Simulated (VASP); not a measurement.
# BaF2: G0W0 quasiparticle levels with PBE

BaF2:

```xyz
3
Lattice="0.0000 3.0972 3.0972 3.0972 0.0000 3.0972 3.0972 3.0972 0.0000" Properties=species:S:1:pos:R:3 pbc="T T T"
Ba    0.0000    0.0000    0.0000
F     1.5486    1.5486    1.5486
F     4.6457    4.6457    4.6457
```

```yaml
Program: VASP 6.6.1
Task: G0W0 quasiparticle levels
Functional: PBE
Potentials_or_basis: VASP PAW PBE potentials, release 64 (Ba_sv_GW, F_GW)
Cutoff: 500 eV
k_mesh: 4 × 4 × 4
Occupations: gaussian, width 0.01 eV
Spin: no spin polarisation
Dipole_correction: no
GW_scheme: G0W0
GW_iterations: 1
Cutoff_of_the_response_function: 140
Frequency_points: 96
Empty_bands: 223
Further_INCAR_settings: ALGO = EVGW0; EDIFF = 1e-08; NBANDS = 235
```

| Quantity | Value |
| --- | --- |
| Quasiparticle gap | 9.49 eV |
| Least direct quasiparticle gap | 9.61 eV |
| Band gap of the starting levels on the mesh | 6.84 eV |
| Least direct gap of the starting levels on the mesh | 6.94 eV |

Run time: 10 min on 1 thread of Intel(R) Xeon(R) 6975P-C (Granite Rapids) (shared host), peak memory 0.72 GiB.

Caveat: the k points lie up to 0.44 Å⁻¹ apart; bands, screening cutoff and mesh are small and nothing is extrapolated, so the quasiparticle values aren't converged; spin-orbit coupling is left out, which moves the levels of the heavy elements.
